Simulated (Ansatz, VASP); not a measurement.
## One calculation of BeTe, two programs

File INCAR:

```
PREC = Accurate ; ENCUT = 600
EDIFF = 1E-7 ; ISMEAR = -1
SIGMA = 0.08 ; LREAL = False
LASPH = True ; NELM = 80
ALGO = Normal ; ISIF = 3
LWAVE = False ; LCHARG = False
GGA = CA ; IBRION = 2
NSW = 100 ; EDIFFG = -0.002
```

The input KPOINTS:

```
Automatic mesh
0
Gamma
  16 16 16
```

The input POSCAR:

```
BeTe
1.0
    0.0000000000      2.7700000000      2.7700000000
    2.7700000000      0.0000000000      2.7700000000
    2.7700000000      2.7700000000      0.0000000000
Be Te
1 1
Direct
    0.0000000000      0.0000000000      0.0000000000
    0.7500000000      0.7500000000      0.7500000000
```

Input for Ansatz:

```yaml
crystal:
  lattice:
    - [0.0, 2.77, 2.77]
    - [2.77, 0.0, 2.77]
    - [2.77, 2.77, 0.0]
  atoms:
    - { symbol: Be, position: [0.0, 0.0, 0.0] }
    - { symbol: Te, position: [0.75, 0.75, 0.75] }
kpoints:
  mp_grid: { grid: [16, 16, 16] }
scf:
  occupations: { method: fermi_dirac, width: 0.08 }
hamiltonian:
  xc: lda
  pseudopotentials: { kind: paw }
relax:
  f_tol: 0.002
  max_steps: 80
  cell: {}
output:
  forces: true
  stress: true
```

Alike in both runs: task relaxation of cell and atoms; functional LDA; k mesh 16 × 16 × 16; occupations fermi-dirac, width 0.08 eV; no spin polarisation.

```csv
,VASP,Ansatz
version,VASP 6.6.1,Ansatz 0.2.0
potentials or method,"VASP PAW LDA potentials, release 64 (Be, Te)","PAW with Ansatz's default frozen-core files, scalar-relativistic"
plane-wave cutoff (eV),600,420
valence electrons in the cell,8,18
```

|  | VASP | Ansatz | Ansatz less VASP |
| --- | --- | --- | --- |
| relaxed volume (Å³/atom) | 21.51 | 21.42 | -0.090 |
| relaxed cell length with the largest relative difference (Å) | 3.933 | 3.928 | -0.0055 |

LDA's correlation is that of Perdew and Zunger in VASP and of Perdew and Wang (1992) in Ansatz. VASP's potentials hold 8 valence electrons a cell and Ansatz's 18, so a difference there can come from the potentials and not from the codes.

Spin-orbit coupling is off throughout.
